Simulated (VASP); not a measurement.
Write the native input for VASP 6.6.1 that does the following.

| Item | Value |
| --- | --- |
| Task | single point |
| Functional | HSE06 |
| Potentials or basis | VASP PAW PBE potentials, release 64 (Na_pv, I) |
| Cutoff | 520 eV |
| k mesh | 4 × 4 × 4 |
| Occupations | fermi-dirac, width 0.05 eV |
| Spin | no spin polarisation |
| Dipole correction | no |
| Grid for exact exchange (PRECFOCK) | Normal |
| Further INCAR settings | ALGO = Normal; EDIFF = 1e-07; NBANDS = 14 |
| Share of exact exchange | 0.25 |
| Screening parameter | 0.2079 1/Å |

Crystal: NaI (rock salt type).

```
Na I
1.0
     0.00000    3.24309    3.24309
     3.24309    0.00000    3.24309
     3.24309    3.24309    0.00000
Na I
1 1
Direct
  0.00000 0.00000 0.00000
  0.50000 0.50000 0.50000
```

The input as run:

POSCAR

```
NaI
1.0
    0.0000000000      3.2430865881      3.2430865881
    3.2430865881      0.0000000000      3.2430865881
    3.2430865881      3.2430865881      0.0000000000
Na I
1 1
Direct
    0.0000000000      0.0000000000      0.0000000000
    0.5000000000      0.5000000000      0.5000000000
```

INCAR.step1

```
PREC = Accurate
ENCUT = 520
EDIFF = 1E-5
ISMEAR = -1
SIGMA = 0.05
LREAL = False
LASPH = True
NELM = 100
ALGO = Normal
ISIF = 2
LWAVE = True
LCHARG = False
NBANDS = 14
GGA = PE
```

INCAR.step2

```
PREC = Accurate
ENCUT = 520
EDIFF = 1E-7
ISMEAR = -1
SIGMA = 0.05
LREAL = False
LASPH = True
NELM = 100
ALGO = Normal
ISIF = 2
LWAVE = False
LCHARG = False
GGA = PE
LHFCALC = True
HFSCREEN = 0.2079
PRECFOCK = Normal
NBANDS = 14
ISTART = 1
```

KPOINTS

```
Automatic mesh
0
Gamma
  4 4 4
```

Potentials or basis: VASP PAW PBE potentials, release 64 (Na_pv, I).

Command:

```sh
$ cat potpaw_PBE.64/Na_pv/POTCAR potpaw_PBE.64/I/POTCAR > POTCAR
$ cp INCAR.step1 INCAR
$ mpirun -np 1 vasp_std > vasp.out
$ cp INCAR.step2 INCAR
$ mpirun -np 1 vasp_std > vasp.out
```

Results of the run:

The pressure is 0.1 GPa. The band gap on the k mesh is 4.64 eV.

Caveat: the PAW data sets were made with another functional, which shifts forces and pressure a little; spin-orbit coupling is left out, which moves the levels of the heavy elements.

Wall time 4.1 min on 1 thread of Intel(R) Xeon(R) 6975P-C (Granite Rapids), on a shared host, peak memory 0.31 GiB.
